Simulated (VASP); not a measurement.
# Mo (Fd-3m) in VASP: further runs

Runs on Mo. Level: RPBE. Tasks: relaxation of cell and atoms, single point.

Everything below comes from runs of VASP 6.6.1. Logs are shortened: lines on timing, memory, paths and dates and some standing lists are left out, and cuts for length are marked.

## 1. The cell of the first run

It takes space group Fd-3m (No. 227, cubic). Conventional cell: a = 5.522 Å, b = 5.522 Å, c = 5.522 Å, α = 90.00°, β = 90.00°, γ = 90.00°. Mo (site symmetry -43m) has 4 Mo at 2.39 Å within 3.2 Å.

This isn't the form of Mo at room conditions, which is bcc.

## 2. Relaxation of cell and atoms, RPBE

The input, INCAR:

```
SYSTEM = Mo
PREC = Accurate
ENCUT = 600
EDIFF = 1E-6
ISMEAR = -1
SIGMA = 0.1
LREAL = .FALSE.
LASPH = .TRUE.
NELM = 60
ALGO = Normal
ISIF = 3
LWAVE = .FALSE.
LCHARG = .FALSE.
GGA = RP
IBRION = 2
NSW = 80
EDIFFG = -0.01
```

The input, KPOINTS:

```
regular mesh
0
G
  10 10 10
  0 0 0
```

The input, POSCAR:

```
Mo
1.0
    0.0000000000      2.7608283082      2.7608283082
    2.7608283082      0.0000000000      2.7608283082
    2.7608283082      2.7608283082      0.0000000000
Mo
2
Direct
    0.1250000000      0.1250000000      0.1250000000
    0.8750000000      0.8750000000      0.8750000000
```

Potentials or basis: VASP PAW PBE potentials, release 64 (Mo_sv).

On the command line:

```bash
$ cat potpaw_PBE.64/Mo_sv/POTCAR > POTCAR
$ mpirun -np 1 vasp_std > vasp.out
```

OUTCAR:

```text
SYSTEM = Mo
   PREC = Accurate
   ENCUT = 600
   EDIFF = 1E-6
   ISMEAR = -1
   LREAL = .FALSE.
   LASPH = .TRUE.
   NELM = 60
   ISIF = 3
   GGA = RP
   IBRION = 2
   NSW = 80
   EDIFFG = -0.01

 ion  position               nearest neighbor table
   1  0.125  0.125  0.125-   2 2.39   2 2.39   2 2.39   2 2.39
   2  0.875  0.875  0.875-   1 2.39   1 2.39   1 2.39   1 2.39

  LATTYP: Found a face centered cubic cell.
 ALAT       =     5.5216566164

  Lattice vectors:

 A1 = (   0.0000000000,   2.7608283082,   2.7608283082)
 A2 = (   2.7608283082,   0.0000000000,   2.7608283082)
 A3 = (   2.7608283082,   2.7608283082,   0.0000000000)

Analysis of symmetry for initial positions (statically):
=====================================================================
 Subroutine PRICEL returns:
 Original cell was already a primitive cell.

 Routine SETGRP: Setting up the symmetry group for a
 face centered cubic supercell.

 Subroutine GETGRP returns: Found 48 space group operations
 (whereof 12 operations were pure point group operations)
 out of a pool of 48 trial point group operations.

The static configuration has the point symmetry D_3d.
 The point group associated with its full space group is O_h .

Analysis of symmetry for dynamics (positions and initial velocities):
=====================================================================
 Subroutine PRICEL returns:
 Original cell was already a primitive cell.

 Routine SETGRP: Setting up the symmetry group for a
 face centered cubic supercell.

 Subroutine GETGRP returns: Found 48 space group operations
 (whereof 12 operations were pure point group operations)
 out of a pool of 48 trial point group operations.

The dynamic configuration has the point symmetry D_3d.
 The point group associated with its full space group is O_h .

 Subroutine INISYM returns: Found 48 space group operations
 (whereof 12 operations are pure point group operations),
 and found     1 'primitive' translations

----------------------------------------------------------------------------------------

                                     Primitive cell

  volume of cell :      42.0870

  direct lattice vectors                    reciprocal lattice vectors
     0.000000000  2.760828308  2.760828308    -0.181105069  0.181105069  0.181105069
     2.760828308  0.000000000  2.760828308     0.181105069 -0.181105069  0.181105069
     2.760828308  2.760828308  0.000000000     0.181105069  0.181105069 -0.181105069

  length of vectors
     3.904400837  3.904400837  3.904400837     0.313683180  0.313683180  0.313683180

  position of ions in fractional coordinates (direct lattice)
     0.125000000  0.125000000  0.125000000
     0.875000000  0.875000000  0.875000000

  ion indices of the primitive-cell ions
   primitive index   ion index
                 1           1
                 2           2

----------------------------------------------------------------------------------------

 KPOINTS: regular mesh

Automatic generation of k-mesh.
 Grid dimensions read from file:
 generate k-points for:   10   10   10

 Generating k-lattice:

  Cartesian coordinates                     Fractional coordinates (reciprocal lattice)
    -0.018110507  0.018110507  0.018110507     0.100000000  0.000000000  0.000000000
     0.018110507 -0.018110507  0.018110507     0.000000000  0.100000000  0.000000000
     0.018110507  0.018110507 -0.018110507     0.000000000  0.000000000  0.100000000

  Length of vectors
     0.031368318  0.031368318  0.031368318

  Shift w.r.t. Gamma in fractional coordinates (k-lattice)
     0.000000000  0.000000000  0.000000000

 Subroutine IBZKPT returns following result:
 ===========================================

 Found     47 irreducible k-points:

 Following reciprocal coordinates:
            Coordinates               Weight
  0.000000  0.000000  0.000000      1.000000
  0.100000  0.000000  0.000000      8.000000
  0.200000  0.000000  0.000000      8.000000
  0.300000  0.000000  0.000000      8.000000
  0.400000  0.000000  0.000000      8.000000
  0.500000  0.000000  0.000000      4.000000
[... 16 lines left out ...]
  0.300000  0.300000  0.000000      6.000000
  0.400000  0.300000  0.000000     24.000000
 [... further k-points ...]
   k-points           NKPTS =     47   k-points in BZ     NKDIM =     47   number of bands    NBANDS=     18
   number of dos      NEDOS =    301   number of ions     NIONS =      2
   total plane-waves  NPLWV =  32768
   dimension x,y,z NGX =    32 NGY =   32 NGZ =   32
   dimension x,y,z NGXF=    64 NGYF=   64 NGZF=   64
   ions per type =               2
   NGX,Y,Z   is equivalent  to a cutoff of  13.63, 13.63, 13.63 a.u.
   NGXF,Y,Z  is equivalent  to a cutoff of  27.25, 27.25, 27.25 a.u.
 SYSTEM =  Mo
   PREC   = accura    normal or accurate (medium, high low for compatibility)
   ISTART =      0    job   : 0-new  1-cont  2-samecut
   ICHARG =      2    charge: 1-file 2-atom 10-const
   ISPIN  =      1    spin polarized calculation?
   LNONCOLLINEAR =      F non collinear calculations
   LSORBIT =      F    spin-orbit coupling
   LASPH  =      T    aspherical Exc in radial PAW
   ENCUT  =  600.0 eV  44.10 Ry    6.64 a.u.   7.80  7.80  7.80*2*pi/ulx,y,z
   NELM   =     60;   NELMIN=  2; NELMDL= -5     # of ELM steps
   EDIFF  = 0.1E-05   stopping-criterion for ELM
   LREAL  =      F    real-space projection
   EDIFFG = -.1E-01   stopping-criterion for IOM
   NSW    =     80    number of steps for IOM
   IBRION =      2    ionic relax: 0-MD 1-quasi-New 2-CG
   NFREE  =      1    steps in history (QN), initial steepest desc. (CG)
   ISIF   =      3    stress and relaxation
   ISYM   =      2    0-nonsym 1-usesym 2-fastsym
   POTIM  = 0.5000    time-step for ionic-motion
   TEBEG  =    0.0;   TEEND  =   0.0 temperature during run
   PSTRESS=    0.0 pullay stress
   NELECT =      28.0000    total number of electrons
   NUPDOWN=      -1.0000    fix difference up-down
   EMIN   =  10.00;   EMAX   =-10.00  energy-range for DOS
   EFERMI =   0.00;   METHOD = LEGACY
   ISMEAR =    -1;   SIGMA  =   0.10  broadening in eV -4-tet -1-fermi 0-gaus
   EFERMI_NEDOS =   21; number of points for ismear=-14 and -15
   IALGO  =     38    algorithm
   IMIX   =      4    mixing-type and parameters
     AMIX     =   0.40;   BMIX     =  1.00
     AMIX_MAG =   1.60;   BMIX_MAG =  1.00
  volume/ion in A,a.u.               =      21.04       142.01
  Fermi-wavevector in a.u.,A,eV,Ry     =   1.429151  2.700704 27.789526  2.042473
  Thomas-Fermi vector in A             =   2.549136
   LORBIT       =      0    0 simple, 1 ext, 2 COOP (PROOUT), +10 PAW based schemes
   GGA     = RP    functional components
   LHFCALC =     F    Hartree Fock is set to
   AEXX    =    0.0000 exact exchange contribution
   IVDW    =     0    specifies the selected vdW correction
   LEPSILON=     F    determine dielectric tensor
   LRPA    =     F    only Hartree local field effects (RPA)
 conjugate gradient relaxation of ions
 non-spin polarized calculation
  energy-cutoff  :      600.00
  volume of cell :       42.09
 maximum number of plane-waves:      1422
   NGX = 15   NGY = 15   NGZ = 15

--------------------------------------- Ionic step        1  -------------------------------------------

 number of electron      27.9999997 magnetization

 Free energy of the ion-electron system (eV)
  ---------------------------------------------------
  ext. energy  EPLUGINS =         0.00000000
  ---------------------------------------------------
  free energy    TOTEN  =       -16.22020317 eV

  energy without entropy =      -16.14088771  energy(sigma->0) =      -16.18054544

------------------------ aborting loop because EDIFF is reached ----------------------------------------

  FORCE on cell =-STRESS in cart. coord.  units (eV):
  Direction    XX          YY          ZZ          XY          YZ          ZX
  --------------------------------------------------------------------------------------
  -------------------------------------------------------------------------------------
  Total        3.7553722      3.7553722      3.7553722     -0.0000000      0.0000000      0.0000000
  in kB      142.9602760    142.9602760    142.9602760     -0.0000000      0.0000000      0.0000000
  external PRESSURE =     142.9602760 kB  Pullay stress =       0.0000000 kB
[... 21 lines left out ...]
  energy  without entropy=      -16.1408877105  energy(sigma->0) =      -16.18054544

--------------------------------------- Ionic step        2  -------------------------------------------

 number of electron      27.9999998 magnetization

 E-fermi :   5.1775     XC(G=0):  -9.9284

 val. band max:        5.1769375402   @ k =   0.4000   0.3000   0.1000
 cond. band min:       5.1830051242   @ k =  -0.2000   0.3000   0.1000
 fundamental gap:      0.0060675840
 Fermi energy:         5.1774548606

 k-point     1 :       0.0000    0.0000    0.0000
  band No.  band energies     occupation
      1     -55.2065      2.00000
      2     -54.8365      2.00000
      3     -29.4950      2.00000
      4     -29.4950      2.00000
      5     -29.4950      2.00000
      6     -28.7928      2.00000
[... 10 lines left out ...]
     17       6.3446      0.00002
     18       8.7378      0.00000
[... 548 lines left out ...]
  FREE ENERGIE OF THE ION-ELECTRON SYSTEM (eV)
  ---------------------------------------------------
  free  energy   TOTEN  =       -16.4240731174 eV

  energy  without entropy=      -16.3280413870  energy(sigma->0) =      -16.37605725

[... ionic steps 4 to 16 ...]

--------------------------------------- Ionic step       17  -------------------------------------------

 number of electron      28.0000000 magnetization

------------------------ aborting loop because EDIFF is reached ----------------------------------------

  FORCE on cell =-STRESS in cart. coord.  units (eV):
  Direction    XX          YY          ZZ          XY          YZ          ZX
  --------------------------------------------------------------------------------------
  -------------------------------------------------------------------------------------
  Total        0.0436432      0.0436432      0.0436432     -0.0000000     -0.0000000      0.0000000
  in kB        1.4855677      1.4855677      1.4855677     -0.0000000     -0.0000000      0.0000000
  external PRESSURE =       1.4855677 kB  Pullay stress =       0.0000000 kB
[... 57 lines left out ...]
  energy  without entropy=      -16.3288615063  energy(sigma->0) =      -16.37655689

--------------------------------------- Ionic step       19  -------------------------------------------

 number of electron      27.9999999 magnetization

 Free energy of the ion-electron system (eV)
  ---------------------------------------------------
  ext. energy  EPLUGINS =         0.00000000
  ---------------------------------------------------
  free energy    TOTEN  =       -16.42426581 eV

  energy without entropy =      -16.32878825  energy(sigma->0) =      -16.37652703

 E-fermi :   6.6898     XC(G=0): -10.6422

 val. band max:        6.6480195308   @ k =  -0.3000   0.5000   0.2000
 cond. band min:       6.6914022921   @ k =  -0.2000   0.3000   0.1000
 fundamental gap:      0.0433827613
 Fermi energy:         6.6897696110

 k-point     1 :       0.0000    0.0000    0.0000
  band No.  band energies     occupation
      1     -53.7357      2.00000
      2     -53.1092      2.00000
      3     -28.1228      2.00000
      4     -28.1228      2.00000
      5     -28.1228      2.00000
      6     -27.0835      2.00000
[... 10 lines left out ...]
     17       7.9961      0.00000
     18      10.9294      0.00000
[... 512 lines left out ...]
  FREE ENERGIE OF THE ION-ELECTRON SYSTEM (eV)
  ---------------------------------------------------
  free  energy   TOTEN  =       -16.4242658149 eV

  energy  without entropy=      -16.3287882478  energy(sigma->0) =      -16.37652703

 reached required accuracy - stopping structural energy minimisation
```

It took 5.9 min on 1 thread of Intel Xeon 8259CL, shared host; peak memory 0.2 GiB.

What came out:

```
Free energy                           : -16.4243 eV
Relaxed volume                        : 23.56 Å³/atom
Relaxed cell                          : a = 4.054 Å, b = 4.054 Å, c = 4.054 Å, α = 60.00°, β = 60.00°, γ = 60.00°
Space group after relaxing (to 0.1 Å) : Fd-3m (No. 227)
Energy gained by relaxing             : 102.0 meV/atom
Ionic steps                           : 19
Pressure after relaxing               : 0.1 GPa
Band gap on the k mesh                : zero (bands 14 and 15 overlap by 0.38 eV)
```

Step by step:
| step | energy change (eV) | largest force (eV/Å) | pressure (GPa) | volume (Å³) |
| --- | --- | --- | --- | --- |
| 1 | 0.0000 | 0.0000 | 14.30 | 42.09 |
| 2 | 0.0823 | 0.0000 | -10.88 | 54.59 |
| 3 | -0.2039 | 0.0000 | -0.36 | 47.31 |
| 4 | -0.2041 | 0.0000 | -0.13 | 47.16 |
| 5 | -0.2040 | 0.0000 | 0.12 | 47.05 |
| 6 | -0.2040 | 0.0000 | 0.19 | 47.05 |
| 7 | -0.2040 | 0.0000 | 0.17 | 47.05 |
| 8 | -0.2040 | 0.0000 | 0.17 | 47.05 |
| 9 | -0.2040 | 0.0000 | 0.17 | 47.05 |
| 10 | -0.2040 | 0.0000 | 0.17 | 47.05 |
| 11 | -0.2040 | 0.0000 | 0.17 | 47.05 |
| 12 | -0.2040 | 0.0000 | 0.17 | 47.05 |
| 13 | -0.2040 | 0.0000 | 0.18 | 47.05 |
| 14 | -0.2040 | 0.0000 | 0.18 | 47.06 |
| 15 | -0.2040 | 0.0000 | 0.19 | 47.06 |
| 16 | -0.2040 | 0.0000 | 0.16 | 47.06 |
| 17 | -0.2040 | 0.0000 | 0.15 | 47.07 |
| 18 | -0.2040 | 0.0000 | 0.11 | 47.08 |
| 19 | -0.2041 | 0.0000 | 0.06 | 47.11 |

Final structure:
```xyz
2
Lattice="0.0000 2.8666 2.8666 2.8666 0.0000 2.8666 2.8666 2.8666 0.0000" Properties=species:S:1:pos:R:3 pbc="T T T"
Mo    0.7167    0.7167    0.7167
Mo    5.0166    5.0166    5.0166
```

Levels at points of the mesh, in eV from the Fermi level:
```
           k point  band 12  band 13  band 14  band 15  band 16  band 17
(0.00, 0.00, 0.00)    -1.29    -1.29    -1.29     1.31     1.31     1.31
(0.50, 0.00, 0.00)    -1.84    -1.52    -1.52     0.34     2.23     2.23
(0.50, 0.50, 0.00)    -1.47    -0.05    -0.05     0.61     0.61     3.87
```

Caveat: the PAW data sets were made with another functional, which shifts forces and pressure a little.

## 3. Single point, RPBE

This run uses another cell than the first one, of 23.50 Å³/atom.

The input, INCAR:

```
SYSTEM = Mo
  PREC = Accurate
  ENCUT = 520
  EDIFF = 1E-6
  ISMEAR = -1
  SIGMA = 0.1
  LREAL = .FALSE.
  LASPH = .TRUE.
  NELM = 80
  ALGO = Normal
  ISIF = 2
  LWAVE = .FALSE.
  LCHARG = .TRUE.
  GGA = RP
  LELF = .TRUE.
  LVHAR = .TRUE.
  NBANDS = 21
```

The input, KPOINTS:

```
Automatic mesh
0
G
  16 16 16
  0 0 0
```

The input, POSCAR:

```
Mo
1.0
    0.0000000000      2.8644611793      2.8644611793
    2.8644611793      0.0000000000      2.8644611793
    2.8644611793      2.8644611793      0.0000000000
Mo
2
Direct
    0.1250000000      0.1250000000      0.1250000000
    0.8750000000      0.8750000000      0.8750000000
```

Potentials or basis: VASP PAW PBE potentials, release 64 (Mo_sv).

On the command line:

```bash
$ cat potpaw_PBE.64/Mo_sv/POTCAR > POTCAR
$ mpirun -np 1 vasp_std > vasp.out
```

Wall time 3.2 min (1 thread of Intel Xeon 8259CL, shared host); peak memory 0.25 GiB.

It converged, with:

```
Free energy            : -16.4282 eV
Pressure               : 0.3 GPa
Band gap on the k mesh : zero (bands 14 and 15 overlap by 0.55 eV)
```

Levels at points of the mesh, in eV from the Fermi level:
```
           k point  band 10  band 11  band 12  band 13  band 14  band 15  band 16  band 17  band 18  band 19
(0.00, 0.00, 0.00)    -2.10    -2.10    -1.29    -1.29    -1.29     1.31     1.31     1.31     4.25     4.25
(0.50, 0.00, 0.00)    -2.03    -1.85    -1.85    -1.53    -1.53     0.34     2.24     2.24     3.56     3.56
(0.50, 0.50, 0.00)    -2.87    -1.48    -1.48    -0.05    -0.05     0.61     0.61     3.87     3.87     4.86
```

Caveat: the PAW data sets were made with another functional, which shifts forces and pressure a little.
